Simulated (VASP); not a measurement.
# Au in VASP: notebook

The runs below take Au through single point, with HSE06, PBE.

All numbers are computed with VASP 6.6.1; they aren't measurements. Logs are shortened: lines on timing, memory, paths and dates and some standing lists are left out, and cuts for length are marked.

### Step 1. The cell of the first run

It takes space group Fm-3m (No. 225, cubic). Conventional cell: a = 4.070 Å, b = 4.070 Å, c = 4.070 Å, α = 90.00°, β = 90.00°, γ = 90.00°. Within 3.8 Å of Au (site symmetry m-3m) lie 12 Au at 2.88 Å.

### Step 2. Single point, HSE06

Contents of POSCAR:

```
Au
1.0
    0.0000000000      2.0350000000      2.0350000000
    2.0350000000      0.0000000000      2.0350000000
    2.0350000000      2.0350000000      0.0000000000
Au
1
Direct
    0.0000000000      0.0000000000      0.0000000000
```

Contents of INCAR.step1:

```
PREC     = Accurate       # precision mode
ENCUT    = 520            # plane-wave cutoff, eV
EDIFF    = 1E-5           # SCF threshold, eV
ISMEAR   = -1             # smearing method
SIGMA    = 0.05           # smearing width, eV
LREAL    = F              # projectors in reciprocal space
LASPH    = T              # aspherical terms in the spheres
NELM     = 60             # most SCF steps
ALGO     = Normal         # electronic algorithm
ISIF     = 2              # what is computed and relaxed
LWAVE    = T              # write WAVECAR
LCHARG   = F              # write CHGCAR
GGA      = PE             # functional
NBANDS   = 12             # bands
```

Contents of INCAR.step2:

```
PREC     = Accurate       # precision mode
ENCUT    = 520            # plane-wave cutoff, eV
EDIFF    = 1E-6           # SCF threshold, eV
ISMEAR   = -1             # smearing method
SIGMA    = 0.05           # smearing width, eV
LREAL    = F              # projectors in reciprocal space
LASPH    = T              # aspherical terms in the spheres
NELM     = 60             # most SCF steps
ALGO     = Normal         # electronic algorithm
ISIF     = 2              # what is computed and relaxed
LWAVE    = F              # write WAVECAR
LCHARG   = F              # write CHGCAR
GGA      = PE             # functional
LHFCALC  = T              # exact exchange
HFSCREEN = 0.2079         # screening, 1/A
PRECFOCK = Normal       
ISTART   = 1            
NBANDS   = 12             # bands
```

Contents of KPOINTS:

```
Automatic mesh
0
Gamma
  6 6 6
```

Potentials or basis: VASP PAW PBE potentials, release 64 (Au).

The run is started by

```bash
$ cat potpaw_PBE.64/Au/POTCAR > POTCAR
$ cp INCAR.step1 INCAR
$ mpirun -np 1 vasp_std > vasp.out
$ cp INCAR.step2 INCAR
$ mpirun -np 1 vasp_std > vasp.out
```

OUTCAR:

```text
PREC = Accurate
   ENCUT = 520
   EDIFF = 1E-6
   ISMEAR = -1
   LREAL = F
   LASPH = T
   NELM = 60
   ISIF = 2
   GGA = PE
   LHFCALC = T
   HFSCREEN = 0.2079
   PRECFOCK = Normal
   ISTART = 1

 ion  position               nearest neighbor table
   1  0.000  0.000  0.000-

  LATTYP: Found a face centered cubic cell.
 ALAT       =     4.0700000000

  Lattice vectors:

 A1 = (   0.0000000000,   2.0350000000,   2.0350000000)
 A2 = (   2.0350000000,   0.0000000000,   2.0350000000)
 A3 = (   2.0350000000,   2.0350000000,   0.0000000000)

Analysis of symmetry for initial positions (statically):
=====================================================================
 Subroutine PRICEL returns:
 Original cell was already a primitive cell.

 Routine SETGRP: Setting up the symmetry group for a
 face centered cubic supercell.

 Subroutine GETGRP returns: Found 48 space group operations
 (whereof 48 operations were pure point group operations)
 out of a pool of 48 trial point group operations.

The static configuration has the point symmetry O_h .

Analysis of symmetry for dynamics (positions and initial velocities):
=====================================================================
 Subroutine PRICEL returns:
 Original cell was already a primitive cell.

 Routine SETGRP: Setting up the symmetry group for a
 face centered cubic supercell.

 Subroutine GETGRP returns: Found 48 space group operations
 (whereof 48 operations were pure point group operations)
 out of a pool of 48 trial point group operations.

The dynamic configuration has the point symmetry O_h .

 Subroutine INISYM returns: Found 48 space group operations
 (whereof 48 operations are pure point group operations),
 and found     1 'primitive' translations

----------------------------------------------------------------------------------------

                                     Primitive cell

  volume of cell :      16.8548

  direct lattice vectors                    reciprocal lattice vectors
     0.000000000  2.035000000  2.035000000    -0.245700246  0.245700246  0.245700246
     2.035000000  0.000000000  2.035000000     0.245700246 -0.245700246  0.245700246
     2.035000000  2.035000000  0.000000000     0.245700246  0.245700246 -0.245700246

  length of vectors
     2.877924599  2.877924599  2.877924599     0.425565309  0.425565309  0.425565309

  position of ions in fractional coordinates (direct lattice)
     0.000000000  0.000000000  0.000000000

  ion indices of the primitive-cell ions
   primitive index   ion index
                 1           1

----------------------------------------------------------------------------------------

 KPOINTS: Automatic mesh

Automatic generation of k-mesh.
 Grid dimensions read from file:
 generate k-points for:    6    6    6

 Generating k-lattice:

  Cartesian coordinates                     Fractional coordinates (reciprocal lattice)
    -0.040950041  0.040950041  0.040950041     0.166666667  0.000000000  0.000000000
     0.040950041 -0.040950041  0.040950041     0.000000000  0.166666667  0.000000000
     0.040950041  0.040950041 -0.040950041     0.000000000  0.000000000  0.166666667

  Length of vectors
     0.070927551  0.070927551  0.070927551

  Shift w.r.t. Gamma in fractional coordinates (k-lattice)
     0.000000000  0.000000000  0.000000000

 Subroutine IBZKPT returns following result:
 ===========================================

 Found     16 irreducible k-points:

 Following reciprocal coordinates:
            Coordinates               Weight
  0.000000  0.000000  0.000000      1.000000
  0.166667  0.000000  0.000000      8.000000
  0.333333  0.000000  0.000000      8.000000
  0.500000  0.000000  0.000000      4.000000
  0.166667  0.166667  0.000000      6.000000
  0.333333  0.166667  0.000000     24.000000
[... 8 lines left out ...]
 -0.333333  0.333333  0.166667     24.000000
 -0.333333  0.500000  0.166667     12.000000
   k-points           NKPTS =     16   k-points in BZ     NKDIM =    216   number of bands    NBANDS=     12
   number of dos      NEDOS =    301   number of ions     NIONS =      1
   total plane-waves  NPLWV =  13824
   dimension x,y,z NGX =    24 NGY =   24 NGZ =   24
   dimension x,y,z NGXF=    48 NGYF=   48 NGZF=   48
   ions per type =               1
   NGX,Y,Z   is equivalent  to a cutoff of  13.86, 13.86, 13.86 a.u.
   NGXF,Y,Z  is equivalent  to a cutoff of  27.73, 27.73, 27.73 a.u.
 SYSTEM =  unknown system
   PREC   = accura    normal or accurate (medium, high low for compatibility)
   ISTART =      1    job   : 0-new  1-cont  2-samecut
   ICHARG =      0    charge: 1-file 2-atom 10-const
   ISPIN  =      1    spin polarized calculation?
   LNONCOLLINEAR =      F non collinear calculations
   LSORBIT =      F    spin-orbit coupling
   LASPH  =      T    aspherical Exc in radial PAW
   ENCUT  =  520.0 eV  38.22 Ry    6.18 a.u.   5.35  5.35  5.35*2*pi/ulx,y,z
   NELM   =     60;   NELMIN=  2; NELMDL=  0     # of ELM steps
   EDIFF  = 0.1E-05   stopping-criterion for ELM
   LREAL  =      F    real-space projection
   EDIFFG = 0.1E-04   stopping-criterion for IOM
   NSW    =      0    number of steps for IOM
   IBRION =     -1    ionic relax: 0-MD 1-quasi-New 2-CG
   NFREE  =      0    steps in history (QN), initial steepest desc. (CG)
   ISIF   =      2    stress and relaxation
   ISYM   =      3    0-nonsym 1-usesym 2-fastsym
   POTIM  = 0.5000    time-step for ionic-motion
   TEBEG  =    0.0;   TEEND  =   0.0 temperature during run
   PSTRESS=    0.0 pullay stress
   NELECT =      11.0000    total number of electrons
   NUPDOWN=      -1.0000    fix difference up-down
   EMIN   =  10.00;   EMAX   =-10.00  energy-range for DOS
   EFERMI =   0.00;   METHOD = LEGACY
   ISMEAR =    -1;   SIGMA  =   0.05  broadening in eV -4-tet -1-fermi 0-gaus
   EFERMI_NEDOS =   21; number of points for ismear=-14 and -15
   IALGO  =     38    algorithm
   IMIX   =      1    mixing-type and parameters
     AMIX     =   0.40;   BMIX     =  1.00
     AMIX_MAG =   1.60;   BMIX_MAG =  1.00
  volume/ion in A,a.u.               =      16.85       113.74
  Fermi-wavevector in a.u.,A,eV,Ry     =   1.420032  2.683470 27.436005  2.016489
  Thomas-Fermi vector in A             =   2.540990
   LORBIT       =      0    0 simple, 1 ext, 2 COOP (PROOUT), +10 PAW based schemes
   GGA     = PE    functional components
   LHFCALC =     T    Hartree Fock is set to
   PRECFOCK=normal    Normal, Fast or Accurate (Low or Medium for compatibility)
   ENCUT4O =  -1.0   cutoff for four orbital integrals eV
   NKREDX  =     1    reduce k-point grid by
   NKREDY  =     1    reduce k-point grid by
   NKREDZ  =     1    reduce k-point grid by
   AEXX    =    0.2500 exact exchange contribution
   HFSCREEN=    0.2079 screening length (either q_TF or 0.3 A-1)
   HFSCREENC=   0.2079 screening length for correlation (either q_TF or 0.3 A-1)
   ENCUTFOCK=  -1.0 apply spherical cutoff to Coloumb kernel
   IVDW    =     0    specifies the selected vdW correction
   LEPSILON=     F    determine dielectric tensor
   LRPA    =     F    only Hartree local field effects (RPA)
 non-spin polarized calculation
  energy-cutoff  :      520.00
  volume of cell :       16.85
 maximum number of plane-waves:       464
 NGX is ok and might be reduce to    24
  NGX = 18; NGY = 18; NGZ = 18

 number of electron      10.9999999 magnetization

 Free energy of the ion-electron system (eV)
  ---------------------------------------------------
  ext. energy  EPLUGINS =         0.00000000
  ---------------------------------------------------
  free energy    TOTEN  =        -3.32082737 eV

  energy without entropy =       -3.31339287  energy(sigma->0) =       -3.31711012

 E-fermi :   9.1642     XC(G=0): -10.4181

 val. band max:        9.1384120040   @ k =   0.5000   0.3333   0.1667
 cond. band min:      10.0471011083   @ k =   0.5000   0.1667   0.0000
 fundamental gap:      0.9086891043
 Fermi energy:         9.1641716382

 k-point     1 :       0.0000    0.0000    0.0000
  band No.  band energies     occupation
      1      -1.5923      2.00000
      2       3.5237      2.00000
      3       3.5237      2.00000
      4       3.5237      2.00000
      5       5.1305      2.00000
      6       5.1305      2.00000
      7      24.9242      0.00000
      8      29.1814      0.00000
      9      29.1814      0.00000
     10      29.1814      0.00000
     11      34.0229      0.00000
     12      39.1628      0.00000

 k-point     2 :       0.1667    0.0000    0.0000
  band No.  band energies     occupation
      1      -0.5642      2.00000
      2       3.3176      2.00000
      3       3.7934      2.00000
      4       3.7934      2.00000
      5       5.0886      2.00000
      6       5.0886      2.00000
      7      24.7619      0.00000
      8      26.0837      0.00000
      9      30.2857      0.00000
     10      30.2857      0.00000
     11      33.2740      0.00000
     12      35.6239      0.00000

 k-point     3 :       0.3333    0.0000    0.0000
  band No.  band energies     occupation
      1       0.8297      2.00000
      2       3.6759      2.00000
      3       3.6760      2.00000
      4       4.7650      2.00000
      5       5.8684      2.00000
      6       5.8684      2.00000
      7      18.2254      0.00000
      8      25.2662      0.00000
      9      29.7233      0.00000
     10      29.7233      0.00000
     11      34.0444      0.00000
     12      34.3133      0.00000

 k-point     4 :       0.5000    0.0000    0.0000
  band No.  band energies     occupation
      1       0.8469      2.00000
      2       3.4675      2.00000
      3       3.4675      2.00000
      4       6.5369      2.00000
      5       6.5369      2.00000
      6       8.2960      2.00000
      7      13.1185      0.00000
      8      24.3177      0.00000
      9      27.9077      0.00000
     10      27.9077      0.00000
     11      35.8330      0.00000
     12      35.8330      0.00000

 k-point     5 :       0.1667    0.1667    0.0000
  band No.  band energies     occupation
      1      -0.2045      2.00000
      2       2.8859      2.00000
      3       4.1653      2.00000
      4       4.1653      2.00000
      5       4.5192      2.00000
      6       5.4332      2.00000
      7      26.4525      0.00000
      8      27.0487      0.00000
      9      27.7990      0.00000
     10      27.7990      0.00000
     11      33.0986      0.00000
     12      35.6988      0.00000
[... 108 lines left out ...]
      1       0.9803      2.00000
      2       1.2933      2.00000
      3       6.4245      2.00000
      4       6.9417      2.00000
      5       6.9417      2.00000
      6      10.6133      0.00000
      7      16.2291      0.00000
      8      20.3854      0.00000
      9      20.3854      0.00000
     10      27.9011      0.00000
     11      30.6042      0.00000
     12      38.5630      0.00000

 k-point    14 :       0.5000    0.3333    0.1667
  band No.  band energies     occupation
      1       2.3133      2.00000
      2       2.4140      2.00000
      3       3.2950      2.00000
      4       5.3886      2.00000
      5       5.7872      2.00000
      6       9.1384      1.25205
      7      19.0083      0.00000
      8      20.6871      0.00000
      9      23.9689      0.00000
     10      31.0421      0.00000
     11      31.2764      0.00000
     12      36.5359      0.00000

 k-point    15 :      -0.3333    0.3333    0.1667
  band No.  band energies     occupation
      1       2.4732      2.00000
      2       2.4737      2.00000
      3       3.5418      2.00000
      4       4.9145      2.00000
      5       6.4683      2.00000
      6      13.4646      0.00000
      7      13.9398      0.00000
      8      20.2649      0.00000
      9      22.0764      0.00000
     10      29.9995      0.00000
     11      34.0936      0.00000
     12      38.9547      0.00000

 k-point    16 :      -0.3333    0.5000    0.1667
  band No.  band energies     occupation
      1       1.7729      2.00000
      2       2.0977      2.00000
      3       4.4249      2.00000
      4       5.4911      2.00000
      5       6.9376      2.00000
      6      14.0586      0.00000
      7      15.3871      0.00000
      8      18.4516      0.00000
      9      19.7793      0.00000
     10      31.7970      0.00000
     11      32.4763      0.00000
     12      35.7735      0.00000

------------------------ aborting loop because EDIFF is reached ----------------------------------------

  FORCE on cell =-STRESS in cart. coord.  units (eV):
  Direction    XX          YY          ZZ          XY          YZ          ZX
  --------------------------------------------------------------------------------------
  -------------------------------------------------------------------------------------
  Total        0.8783961      0.8783961      0.8783961     -0.0000000      0.0000000     -0.0000000
  in kB       83.4983248     83.4983248     83.4983248     -0.0000000      0.0000000     -0.0000000
  external PRESSURE =      83.4983248 kB  Pullay stress =       0.0000000 kB

 VOLUME and BASIS-vectors are now :
 -----------------------------------------------------------------------------
  energy-cutoff  :      520.00
  volume of cell :       16.85
      direct lattice vectors                 reciprocal lattice vectors
     0.000000000  2.035000000  2.035000000    -0.245700246  0.245700246  0.245700246
     2.035000000  0.000000000  2.035000000     0.245700246 -0.245700246  0.245700246
     2.035000000  2.035000000  0.000000000     0.245700246  0.245700246 -0.245700246

 POSITION                                       TOTAL-FORCE (eV/Angst)
 -----------------------------------------------------------------------------------
      0.00000      0.00000      0.00000         0.000000      0.000000      0.000000
 -----------------------------------------------------------------------------------
    total drift:                               -0.000000     -0.000000     -0.000000

  FREE ENERGIE OF THE ION-ELECTRON SYSTEM (eV)
  ---------------------------------------------------
  free  energy   TOTEN  =        -3.3208273700 eV

  energy  without entropy=       -3.3133928734  energy(sigma->0) =       -3.31711012
```

It took 12 min on 1 thread of Intel Xeon Platinum 8259CL at 2.50GHz (Skylake/Cascade Lake), shared host; peak memory 0.24 GiB.

What came out:

- Free energy: -3.3208 eV
- Pressure: 8.3 GPa
- Band gap on the k mesh: zero (an odd number of electrons rules out a gap without spin polarisation)

Caveat: the k points lie up to 0.45 Å⁻¹ apart, too coarse for converged energies and pressures of a metal; the PAW data sets were made with another functional, which shifts forces and pressure a little; spin-orbit coupling is left out, which moves the levels of the heavy elements.

### Step 3. Single point, PBE, non-collinear spin, zero start, spin-orbit coupling (cell strained by +1.0% along z)

Contents of INCAR:

```
GGA      = PE             # functional
LSORBIT  = True           # spin-orbit coupling
MAGMOM   = 0 0 0          # initial moments
LORBIT   = 11             # projections on sites
ISMEAR   = 1              # smearing method
SIGMA    = 0.05           # smearing width, eV
LWAVE    = False          # write WAVECAR
LCHARG   = False          # write CHGCAR
ISIF     = 2              # what is computed and relaxed
PREC     = Accurate       # precision mode
LASPH    = True           # aspherical terms in the spheres
LREAL    = False          # projectors in reciprocal space
ALGO     = Normal         # electronic algorithm
EDIFF    = 1E-8           # SCF threshold, eV
NELM     = 200            # most SCF steps
GGA_COMPAT= False        
ENCUT    = 510            # plane-wave cutoff, eV
LMAXMIX  = 4              # l up to which the mixer works
```

Contents of KPOINTS:

```
Automatic mesh
0
Gamma
  22 22 22
  0 0 0
```

Contents of POSCAR:

```
Au
1.0
    0.0000000000      2.0350000000      2.0553500000
    2.0350000000      0.0000000000      2.0553500000
    2.0350000000      2.0350000000      0.0000000000
Au
1
Direct
    0.0000000000      0.0000000000      0.0000000000
```

Potentials or basis: VASP PAW PBE potentials, release 64 (Au).

The run is started by

```bash
$ cat potpaw_PBE.64/Au/POTCAR > POTCAR
$ mpirun -np 1 vasp_ncl > vasp.out
```

It took 10 min on 1 thread of AMD EPYC 7R13 (Zen 3), shared host; peak memory 0.44 GiB.

It converged, with:

| Item | Value |
| --- | --- |
| Free energy | -3.4882 eV |
| Pressure | 7.4 GPa |
| Net moment | 0.00 μB per cell |
| Valence electrons inside the program's atomic spheres | Au 9.66 |

Stress tensor (GPa, compression positive):
```
7.51 0.00 0.00
0.00 7.51 0.00
0.00 0.00 7.08
```

Moments on the atoms (μB; x, y, z):
```
Au  0.00 0.00 0.00
```

Caveat: the cell differs from its parent crystal (cell strained by +1.0% along z); the cell stands under pressure.

The gap in the log of VASP goes by the Fermi energy; the results here count the filled bands.